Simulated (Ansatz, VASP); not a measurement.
# SiGe in VASP and in Ansatz

```
Ge Si
1.0
     5.54398   -0.00417    0.00000
     0.00417   -5.54398    0.00000
     0.00000    0.00000   -5.54220
Ge Si
4 4
Direct
  0.75000 0.75000 0.74417
  0.25000 0.25000 0.74417
  0.50000 0.00000 0.00583
  0.00000 0.50000 0.00583
  0.25000 0.75000 0.25523
  0.75000 0.25000 0.25523
  0.00000 0.00000 0.49477
  0.50000 0.50000 0.49477
```

Alike in both runs: functional PBEsol; k mesh 6 × 6 × 6; no spin polarisation.

Ansatz relaxed the structure, and its values are those at the end. VASP's run is a single point on that final structure, the one shown.

|  | VASP | Ansatz |
| --- | --- | --- |
| version | VASP 6.6.1 | Ansatz 0.2.0 |
| potentials or method | VASP PAW PBE potentials, release 64 (Ge_d, Si), cutoff 520 eV | scalar-relativistic, plane waves, PAW |
| occupations | gaussian, width 0.01 eV | fixed |
| valence electrons in the cell | 72 | 72 |

Ansatz gave:

| Quantity | Value |
| --- | --- |
| gap on the k mesh at the Fermi level (eV) | 0.28 |
| least direct gap on the mesh (eV) | 0.28 |
| pressure (GPa) | 0.0 |
| rms of the force components (eV/Å) | 0.000 |

Problem. Estimate VASP's values.

Solution. gap on the k mesh at the Fermi level (eV): 0.28; least direct gap on the mesh (eV): 0.28; pressure (GPa): 0.0; rms of the force components (eV/Å): 0.004.

VASP's potentials were made for PBE, not for PBEsol.
